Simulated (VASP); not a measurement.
# Zn4SO3 (Cmc2_1) in VASP: a series of runs, part 2 of 2

VASP 6.6.1. Earlier steps stand in the parts before.

### Step 3. Single point, PBEsol

INCAR reads:

```
SYSTEM = Zn4SO3
  PREC = Accurate
  ENCUT = 520
  EDIFF = 1E-7
  ISMEAR = 0
  SIGMA = 0.1
  LREAL = Auto
  LASPH = .TRUE.
  NELM = 80
  ALGO = Normal
  ISIF = 2
  LWAVE = .FALSE.
  LCHARG = .FALSE.
  GGA = PS
  NBANDS = 86
```

KPOINTS reads:

```
regular mesh
0
G
  4 3 3
  0 0 0
```

POSCAR reads:

```
Zn4SO3
1.0
    0.0000000000      0.0000000000     -5.4431076669
    3.3857261104      5.8642496437      0.0000000000
    3.3241060445     -5.8286732821      0.0000000000
Zn S O
8 2 6
Direct
    0.5515519731      0.1525042575      0.3050085151
    0.4809803906      0.1490105283      0.8508218781
    0.4854798316      0.6680921887      0.3361843774
    0.4809803906      0.7018113498      0.8508218781
    0.0515519731      0.3474957425      0.6949914849
   -0.0190196094      0.3509894717      0.1491781219
   -0.0145201684      0.8319078113      0.6638156226
   -0.0190196094      0.7981886502      0.1491781219
    0.6320189531      0.3429440117      0.6858880234
    0.1320189531      0.1570559883      0.3141119766
    0.6193975164      0.3445028180      0.1667475027
    0.6141534284      0.8333547965      0.6667095930
    0.6193975164      0.8222446847      0.1667475027
    0.1193975164      0.1554971820      0.8332524973
    0.1141534284      0.6666452035      0.3332904070
    0.1193975164      0.6777553153      0.8332524973
```

Potentials or basis: VASP PAW PBE potentials, release 64 (Zn, S, O).

Launch:

```bash
cat potpaw_PBE.64/Zn/POTCAR potpaw_PBE.64/S/POTCAR potpaw_PBE.64/O/POTCAR > POTCAR
mpirun -np 1 vasp_std > vasp.out
```

OUTCAR:

```text
SYSTEM = Zn4SO3
   PREC = Accurate
   ENCUT = 520
   EDIFF = 1E-7
   ISMEAR = 0
   LREAL = Auto
   LASPH = .TRUE.
   NELM = 80
   ISIF = 2
   GGA = PS

 ion  position               nearest neighbor table
   1  0.552  0.153  0.305-  13 1.98  11 1.98   9 2.25  10 2.28
   2  0.481  0.149  0.851-  14 1.97  12 1.99  11 2.00   9 2.26   4 3.03
   3  0.485  0.668  0.336-  15 2.02  11 2.03  13 2.03  12 2.04
   4  0.481  0.702  0.851-  16 1.97  12 1.99  13 2.00   9 2.26   2 3.03
   5  0.052  0.347  0.695-  16 1.98  14 1.98  10 2.25   9 2.28
   6  0.981  0.351  0.149-  11 1.97  15 1.99  14 2.00  10 2.26   8 3.03
   7  0.985  0.832  0.664-  12 2.02  14 2.03  16 2.03  15 2.04
   8  0.981  0.798  0.149-  13 1.97  15 1.99  16 2.00  10 2.26   6 3.03
   9  0.632  0.343  0.686-   1 2.25   4 2.26   2 2.26   5 2.28
  10  0.132  0.157  0.314-   5 2.25   8 2.26   6 2.26   1 2.28
  11  0.619  0.345  0.167-   6 1.97   1 1.98   2 2.00   3 2.03
  12  0.614  0.833  0.667-   2 1.99   4 1.99   7 2.02   3 2.04
  13  0.619  0.822  0.167-   8 1.97   1 1.98   4 2.00   3 2.03
  14  0.119  0.155  0.833-   2 1.97   5 1.98   6 2.00   7 2.03
  15  0.114  0.667  0.333-   6 1.99   8 1.99   3 2.02   7 2.04
  16  0.119  0.678  0.833-   4 1.97   5 1.98   8 2.00   7 2.03

  LATTYP: Found a base centered orthorhombic cell.
 ALAT       =     6.7714522208
 B/A-ratio  =     1.7110353087
 C/A-ratio  =     0.8038316582

  Lattice vectors:

 A1 = (  -3.3241060445,   5.8286732821,   0.0000000000)
 A2 = (   6.7098321549,   0.0355763616,   0.0000000000)
 A3 = (   0.0000000000,   0.0000000000,  -5.4431076669)

Analysis of symmetry for initial positions (statically):
=====================================================================
 Subroutine PRICEL returns:
 Original cell was already a primitive cell.

 Routine SETGRP: Setting up the symmetry group for a
 base centered orthorhombic supercell.

 Subroutine GETGRP returns: Found  4 space group operations
 (whereof  2 operations were pure point group operations)
 out of a pool of  8 trial point group operations.

[... 155 lines left out ...]
   LORBIT       =      0    0 simple, 1 ext, 2 COOP (PROOUT), +10 PAW based schemes
   GGA     = PS    functional components
   LHFCALC =     F    Hartree Fock is set to
   AEXX    =    0.0000 exact exchange contribution
   IVDW    =     0    specifies the selected vdW correction
   LEPSILON=     F    determine dielectric tensor
   LRPA    =     F    only Hartree local field effects (RPA)
 non-spin polarized calculation
 Gauss-broadening in eV      SIGMA  =   0.10
  energy-cutoff  :      520.00
  volume of cell :      213.52
 maximum number of plane-waves:      5808
   NGX = 21   NGY = 25   NGZ = 25

 number of electron     144.0000052 magnetization

 Free energy of the ion-electron system (eV)
  ---------------------------------------------------
  ext. energy  EPLUGINS =         0.00000000
  ---------------------------------------------------
  free energy    TOTEN  =       -72.32690226 eV

  energy without entropy =      -72.32690223  energy(sigma->0) =      -72.32690224

 E-fermi :   2.1895     XC(G=0): -10.9418

 val. band max:        1.8523106823   @ k =   0.0000   0.0000   0.0000
 cond. band min:       2.5266204358   @ k =   0.0000   0.0000   0.0000
 fundamental gap:      0.6743097534
 Fermi energy:         2.1894627261

 k-point     1 :       0.0000    0.0000    0.0000
  band No.  band energies     occupation
      1     -16.2077      2.00000
      2     -15.7590      2.00000
      3     -15.7511      2.00000
      4     -15.6317      2.00000
      5     -15.6076      2.00000
      6     -15.5644      2.00000
[... 1033 lines left out ...]
     83       9.0310      0.00000
     84       9.0310      0.00000
 [bands above 84 left out]

------------------------ aborting loop because EDIFF is reached ----------------------------------------

  FORCE on cell =-STRESS in cart. coord.  units (eV):
  Direction    XX          YY          ZZ          XY          YZ          ZX
  --------------------------------------------------------------------------------------
  -------------------------------------------------------------------------------------
  Total        0.7003387      0.7844289      0.8842057      0.0728242      0.0000000     -0.0000000
  in kB        5.2550780      5.8860590      6.6347465      0.5464456      0.0000000     -0.0000000
  external PRESSURE =       5.9252945 kB  Pullay stress =       0.0000000 kB

 VOLUME and BASIS-vectors are now :
 -----------------------------------------------------------------------------
  energy-cutoff  :      520.00
  volume of cell :      213.52
      direct lattice vectors                 reciprocal lattice vectors
     0.000000000  0.000000000 -5.443107667     0.000000000  0.000000000 -0.183718578
     3.385726110  5.864249644  0.000000000     0.148585729  0.084738790  0.000000000
     3.324106045 -5.828673282  0.000000000     0.149492649 -0.086309621  0.000000000

 POSITION                                       TOTAL-FORCE (eV/Angst)
 -----------------------------------------------------------------------------------
      1.53022     -0.88347     -3.00216         0.037028     -0.021378      0.008723
      3.33273     -4.08533     -2.61803         0.000009      0.021362     -0.008272
      3.37949      1.95835     -2.64252         0.005405     -0.003121     -0.001811
      5.20436     -0.84357     -2.61803        -0.018495     -0.010689     -0.008272
      3.48675     -2.01308     -0.28060        -0.037028      0.021378      0.008723
      1.68424      1.18878     -5.33958        -0.000009     -0.021362     -0.008272
[... 8 lines left out ...]
      3.36497      1.96673     -0.62135         0.015575     -0.008992     -0.008345
      5.06451     -0.88223     -0.64989         0.012690      0.024469      0.005457
 -----------------------------------------------------------------------------------
    total drift:                                0.000000     -0.000018      0.022131

  FREE ENERGIE OF THE ION-ELECTRON SYSTEM (eV)
  ---------------------------------------------------
  free  energy   TOTEN  =       -72.3269022618 eV

  energy  without entropy=      -72.3269022255  energy(sigma->0) =      -72.32690224
```

OSZICAR:

```text
N       E                     dE             d eps       ncg     rms          rms(c)
DAV:   1     0.168186442652E+04    0.16819E+04   -0.65703E+04  2064   0.234E+03
DAV:   2     0.266282298182E+03   -0.14156E+04   -0.13445E+04  2064   0.602E+02
[... 11 lines left out ...]
DAV:  14    -0.723268827783E+02    0.19003E-03   -0.66877E-04  3168   0.322E-01    0.220E-02
DAV:  15    -0.723269047113E+02   -0.21933E-04   -0.31467E-04  2456   0.788E-02    0.170E-02
DAV:  16    -0.723269040403E+02    0.67099E-06   -0.13408E-05  2496   0.394E-02    0.136E-02
DAV:  17    -0.723269026831E+02    0.13572E-05   -0.76045E-06  2576   0.234E-02    0.572E-03
DAV:  18    -0.723269022967E+02    0.38639E-06   -0.20794E-06  2650   0.176E-02    0.297E-03
DAV:  19    -0.723269023084E+02   -0.11682E-07   -0.10215E-06  2650   0.752E-03    0.192E-03
DAV:  20    -0.723269022618E+02    0.46617E-07   -0.12356E-07  1238   0.690E-03
   1 F= -.72326902E+02 E0= -.72326902E+02  d E =-.362610E-07
```

Run time: 9.1 min. Hardware: 1 thread of Intel Xeon Platinum 8488C (Sapphire Rapids), shared host; peak memory 0.38 GiB.

Results:

* Free energy: -72.3269 eV
* Pressure: 0.6 GPa
* Largest force: 0.044 eV/Å
* Band gap on the k mesh: 0.67 eV

Forces in eV/Å, atoms in the order of the input:
```
Zn   0.037 -0.021  0.009
Zn   0.000  0.021 -0.008
Zn   0.005 -0.003 -0.002
Zn  -0.018 -0.011 -0.008
Zn  -0.037  0.021  0.009
Zn   0.000 -0.021 -0.008
Zn  -0.005  0.003 -0.002
Zn   0.018  0.011 -0.008
S    0.003 -0.002  0.007
S   -0.003  0.002  0.007
O    0.015  0.023  0.005
O   -0.016  0.009 -0.008
O   -0.013 -0.024  0.005
O   -0.015 -0.023  0.005
O    0.016 -0.009 -0.008
O    0.013  0.024  0.005
```

Stress tensor (GPa, compression positive):
```
0.53 0.05 0.00
0.05 0.59 0.00
0.00 0.00 0.66
```

Levels at points of the mesh, in eV from the valence-band top:
| k point | band 69 | band 70 | band 71 | band 72 | band 73 | band 74 | band 75 | band 76 |
| --- | --- | --- | --- | --- | --- | --- | --- | --- |
| (0.00, 0.00, 0.00) | -0.63 | -0.35 | -0.19 | 0.00 | 0.67 | 3.39 | 4.40 | 4.53 |
| (0.50, 0.00, 0.00) | -0.46 | -0.46 | -0.40 | -0.40 | 2.80 | 2.80 | 4.17 | 4.17 |

Caveat: semilocal functionals underestimate gaps, and a narrow one can read as zero; the PAW data sets were made with another functional, which shifts forces and pressure a little.

### Step 4. Single point, PBEsol

This run uses another cell than the first one, of 13.59 Å³/atom.

INCAR reads:

```
PREC = Accurate
ENCUT = 520
EDIFF = 1E-6
ISMEAR = 0
SIGMA = 0.1
LREAL = Auto
LASPH = True
NELM = 100
ALGO = Normal
ISIF = 2
LWAVE = False
LCHARG = False
GGA = PS
NBANDS = 86
```

KPOINTS reads:

```
regular mesh
0
Gamma
  4 3 3
```

POSCAR reads:

```
Zn4SO3
1.0
    0.0000000000      0.0000000000     -5.4413066800
    3.3963637500      5.8826745700      0.0000000000
    3.3963637500     -5.8826745700      0.0000000000
Zn S O
8 2 6
Direct
    0.5000000000      0.1666666700      0.3333333300
    0.5000000000      0.1666666700      0.8333333300
    0.5000000000      0.6666666700      0.3333333300
    0.5000000000      0.6666666700      0.8333333300
    0.0000000000      0.3333333300      0.6666666700
    0.0000000000      0.3333333300      0.1666666700
    0.0000000000      0.8333333300      0.6666666700
    0.0000000000      0.8333333300      0.1666666700
    0.6209900000      0.3333333300      0.6666666700
    0.1209900000      0.1666666700      0.3333333300
    0.6209900000      0.3333333300      0.1666666700
    0.6209900000      0.8333333300      0.6666666700
    0.6209900000      0.8333333300      0.1666666700
    0.1209900000      0.1666666700      0.8333333300
    0.1209900000      0.6666666700      0.3333333300
    0.1209900000      0.6666666700      0.8333333300
```

Potentials or basis: VASP PAW PBE potentials, release 64 (Zn, S, O).

Launch:

```bash
cat potpaw_PBE.64/Zn/POTCAR potpaw_PBE.64/S/POTCAR potpaw_PBE.64/O/POTCAR > POTCAR
mpirun -np 1 vasp_std > vasp.out
```

OUTCAR:

```text
PREC = Accurate
   ENCUT = 520
   EDIFF = 1E-6
   ISMEAR = 0
   LREAL = Auto
   LASPH = True
   NELM = 100
   ISIF = 2
   GGA = PS

 ion  position               nearest neighbor table
   1  0.500  0.167  0.333-  10 2.06  11 2.07   9 2.07  13 2.07
   2  0.500  0.167  0.833-  14 2.06   9 2.07  12 2.07  11 2.07
   3  0.500  0.667  0.333-  15 2.06  13 2.07  11 2.07  12 2.07
   4  0.500  0.667  0.833-  16 2.06  12 2.07  13 2.07   9 2.07
   5  0.000  0.333  0.667-   9 2.06  14 2.07  10 2.07  16 2.07
   6  0.000  0.333  0.167-  11 2.06  10 2.07  14 2.07  15 2.07
[... 8 lines left out ...]
  15  0.121  0.667  0.333-   3 2.06   8 2.07   7 2.07   6 2.07
  16  0.121  0.667  0.833-   4 2.06   7 2.07   5 2.07   8 2.07

  LATTYP: Found a hexagonal cell.
 ALAT       =     6.7927274948
 C/A-ratio  =     0.8010488694

  Lattice vectors:

 A1 = (   3.3963637500,   5.8826745700,   0.0000000000)
 A2 = (   3.3963637500,  -5.8826745700,   0.0000000000)
 A3 = (   0.0000000000,   0.0000000000,  -5.4413066800)

[... 195 lines left out ...]
 fundamental gap:      1.1035282664
 Fermi energy:         1.9741768169

 k-point     1 :       0.0000    0.0000    0.0000
  band No.  band energies     occupation
      1     -15.6991      2.00000
      2     -15.2499      2.00000
      3     -15.2341      2.00000
      4     -15.1637      2.00000
      5     -15.1423      2.00000
      6     -15.0717      2.00000
[... 1033 lines left out ...]
     83       8.6522      0.00000
     84       8.6522      0.00000
 [bands above 84 left out]

------------------------ aborting loop because EDIFF is reached ----------------------------------------

  FORCE on cell =-STRESS in cart. coord.  units (eV):
  Direction    XX          YY          ZZ          XY          YZ          ZX
  --------------------------------------------------------------------------------------
  -------------------------------------------------------------------------------------
  Total        2.3381278      2.0889051      5.8494750     -0.2158332      0.0000000     -0.0000000
  in kB       17.2288624     15.3924260     43.1027767     -1.5904006      0.0000000     -0.0000000
  external PRESSURE =      25.2413550 kB  Pullay stress =       0.0000000 kB

 VOLUME and BASIS-vectors are now :
 -----------------------------------------------------------------------------
  energy-cutoff  :      520.00
  volume of cell :      217.43
      direct lattice vectors                 reciprocal lattice vectors
     0.000000000  0.000000000 -5.441306680     0.000000000  0.000000000 -0.183779386
     3.396363750  5.882674570  0.000000000     0.147216269  0.084995353  0.000000000
     3.396363750 -5.882674570  0.000000000     0.147216269 -0.084995353  0.000000000

 POSITION                                       TOTAL-FORCE (eV/Angst)
 -----------------------------------------------------------------------------------
      1.69818     -0.98045     -2.72065        -2.724564      1.573028     -2.245774
      3.39636     -3.92178     -2.72065         0.026120     -3.005525      0.999307
      3.39636      1.96089     -2.72065        -0.025819      0.014907     -0.022364
      5.09455     -0.98045     -2.72065         2.615921      1.480142      0.999307
      3.39636     -1.96089      0.00000         2.724564     -1.573028     -2.245774
      1.69818      0.98045      0.00000        -0.026120      3.005525      0.999307
[... 8 lines left out ...]
      3.39636      1.96089     -0.65834        -0.076325      0.044066      0.103012
      5.09455     -0.98045     -0.65834         0.133830      0.014039      0.011963
 -----------------------------------------------------------------------------------
    total drift:                               -0.000041      0.000160      0.041582

  FREE ENERGIE OF THE ION-ELECTRON SYSTEM (eV)
  ---------------------------------------------------
  free  energy   TOTEN  =       -69.9883543868 eV

  energy  without entropy=      -69.9883543868  energy(sigma->0) =      -69.98835439
```

stdout:

```text
POSCAR found type information on POSCAR ZnS O
 POSCAR found :  3 types and      16 ions
 scaLAPACK will be used
 -----------------------------------------------------------------------------
|                                                                             |
|                                                                             |
|     You enforced a specific xc type in the INCAR file but a different       |
|     I HOPE YOU KNOW WHAT YOU ARE DOING!                                     |
|                                                                             |
 -----------------------------------------------------------------------------

 LDA part: xc-table for (Slater+PW92), standard interpolation
 POSCAR, INCAR and KPOINTS ok, starting setup
 FFT: planning ... GRIDC
 FFT: planning ... GRID_SOFT
 FFT: planning ... GRID
 WAVECAR not read
 entering main loop
```

Wall time 7.3 min (1 thread of Intel Xeon Platinum 8488C (Sapphire Rapids), shared host); peak memory 0.41 GiB.

What came out:

```
Free energy            : -69.9884 eV
Pressure               : 2.5 GPa
Largest force          : 3.865 eV/Å
Band gap on the k mesh : 1.10 eV
```

Forces in eV/Å, atoms in the order of the input:
```
Zn  -2.725  1.573 -2.246
Zn   0.026 -3.006  0.999
Zn  -0.026  0.015 -0.022
Zn   2.616  1.480  0.999
Zn   2.725 -1.573 -2.246
Zn  -0.026  3.006  0.999
Zn   0.026 -0.015 -0.022
Zn  -2.616 -1.480  0.999
S    0.372 -0.215  0.143
S   -0.372  0.215  0.143
O   -0.055  0.123  0.012
O    0.076 -0.044  0.103
O   -0.134 -0.014  0.012
O    0.055 -0.123  0.012
O   -0.076  0.044  0.103
O    0.134  0.014  0.012
```

Caveat: the PAW data sets were made with another functional, which shifts forces and pressure a little.

### Step 5. Summary

```tsv
cell	k mesh	smearing	gap on the mesh (eV)	pressure (GPa)	largest force (eV/Å)
a = 5.446, b = 6.770, c = 6.705 Å, angles 120.3, 90.0, 90.0°, 16 atoms, atomic positions A	4 × 2 × 2	gaussian 0.02 eV	0.67	0.8	0.04
a = 5.443, b = 6.771, c = 6.710 Å, angles 120.3, 90.0, 90.0°, 16 atoms, atomic positions B	4 × 3 × 3	gaussian 0.1 eV	0.67	0.6	0.04
a = 5.441, b = 6.793, c = 6.793 Å, angles 120.0, 90.0, 90.0°, 16 atoms, atomic positions C	4 × 3 × 3	gaussian 0.1 eV	1.10	2.5	3.87
```

Alike in all rows: task single point; level PBEsol; potentials or basis VASP PAW PBE potentials, release 64 (Zn, S, O); no spin polarisation; cutoff (eV) 520.

Caveats: some runs use coarse meshes; the PAW data sets were made with another functional, which shifts forces and pressure a little; semilocal functionals underestimate gaps, and a narrow one can read as zero (at least some runs).

Absolute energies hang on the potentials; compare differences alone.
